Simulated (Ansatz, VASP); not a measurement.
## Two plane-wave programs on HfO2

```xyz
12
Lattice="5.1609 0.0000 -0.0054 0.0000 5.2121 0.0000 -0.8931 0.0000 5.2769" Properties=species:S:1:pos:R:3 pbc="T T T"
Hf    0.7904    2.3823    3.7365
Hf    3.0309    4.9883    4.1734
Hf    3.4774    2.8299    1.5350
Hf    1.2369    0.2238    1.0981
O     1.4459    3.8715    5.1513
O     2.3753    1.2654    2.7587
O     2.8219    1.3406    0.1203
O     1.8925    3.9467    2.5128
O     0.0352    1.7130    1.8382
O     4.6791    4.3190    0.7949
O     4.2326    3.4992    3.4333
O    -0.4113    0.8931    4.4767
```

Alike in both runs: functional PBE; k mesh 4 × 4 × 4; occupations gaussian, width 0.02 eV; no spin polarisation.

Ansatz relaxed the structure, and its values are those at the end. VASP's run is a single point on that final structure, the one shown.

|  | VASP | Ansatz |
| --- | --- | --- |
| version | VASP 6.6.1 | Ansatz 0.2.0 |
| potentials or method | VASP PAW PBE potentials, release 64 (Hf_pv, O), cutoff 520 eV | scalar-relativistic, plane waves, PAW |
| valence electrons in the cell | 88 | 152 |

```csv
,VASP,Ansatz,Ansatz less VASP
gap on the k mesh at the Fermi level (eV),4.00,4.04,+0.042
least direct gap on the mesh (eV),4.08,4.13,+0.046
pressure (GPa),-3.0,0.0,+3.04
rms of the force components (eV/Å),0.033,0.001,-0.0319
```

The functional is the same, so the differences come from potentials, cutoffs and numerics. VASP's potentials hold 88 valence electrons a cell and Ansatz's 152, so a difference there can come from the potentials and not from the codes.

Spin-orbit coupling is off throughout.
